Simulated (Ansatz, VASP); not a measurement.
One calculation of CdS, two programs

```
CELL_PARAMETERS angstrom
4.08131 0.00000 0.00000
-2.04065 3.53452 0.00000
0.00000 0.00000 6.63069
ATOMIC_POSITIONS crystal
Cd 0.33333 0.66667 0.99904
Cd 0.66667 0.33333 0.49904
S 0.33333 0.66667 0.37596
S 0.66667 0.33333 0.87596
```

Change from the starting cell: hydrostatic strain -2.0%.

Alike in both runs: task single point; functional PBE; k mesh 12 × 12 × 4; occupations fermi-dirac, width 0.02 eV; no spin polarisation.

```csv
,VASP,Ansatz
version,VASP 6.6.1,Ansatz 0.2.0
potentials or method,"VASP PAW PBE potentials, release 64 (Cd, S)","plane waves, PAW"
plane-wave cutoff (eV),520,420
valence electrons in the cell,36,52
```

VASP gave:

* gap on the k mesh at the Fermi level (eV): 1.32
* pressure (GPa): 5.9
* traceless stress, the component that is largest in VASP (GPa): 0.06

Q: Which values does Ansatz return?

A: gap on the k mesh at the Fermi level (eV): 1.31; pressure (GPa): 5.5; traceless stress, the component that is largest in VASP (GPa): 0.05.

VASP's potentials hold 36 valence electrons a cell and Ansatz's 52, so a difference there can come from the potentials and not from the codes.
